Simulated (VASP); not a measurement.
A run of VASP 6.6.1 is set up as follows.

Contents of INCAR:

```
ALGO = Normal
EDIFF = 1E-6
EDIFFG = -0.01
ENCUT = 600
IBRION = 2
ISIF = 3
ISMEAR = 0
LASPH = T
LCHARG = F
LREAL = F
LWAVE = F
NELM = 100
NSW = 80
PREC = Accurate
SIGMA = 0.05
```

KPOINTS

```
k-points
0
Gamma
  6 6 3
```

The input POSCAR:

```
Tl
1.0
    3.4560000000      0.0000000000      0.0000000000
   -1.7280000000      2.9929840000      0.0000000000
    0.0000000000      0.0000000000      5.5250000000
Tl
2
Direct
    0.3333333333      0.6666666667      0.2500000000
    0.6666666667      0.3333333333      0.7500000000
```

Potentials or basis: VASP PAW LDA potentials, release 64 (Tl_d).

Run with:

```sh
$ cat potpaw_LDA.64/Tl_d/POTCAR > POTCAR
$ mpirun -np 1 vasp_std > vasp.out
```

Q: Predict the relaxed volume.

A: 27.30 Å³/atom.

Q: Estimate the space group after relaxing (to 0.05 Å).

A: P6_3/mmc (No. 194).

The path:
```
step  energy change (eV)  largest force (eV/Å)  pressure (GPa)  volume (Å³)
   1              0.0000                0.0000           -1.77        57.15
   2             -0.0256                0.0000           -0.01        54.57
   3             -0.0259                0.0000            0.23        54.32
   4             -0.0266                0.0000            0.02        54.55
   5             -0.0266                0.0000            0.00        54.60
```

Caveat: the k points lie up to 0.39 Å⁻¹ apart in the final cell. Zero-point motion and thermal expansion aren't in these numbers.
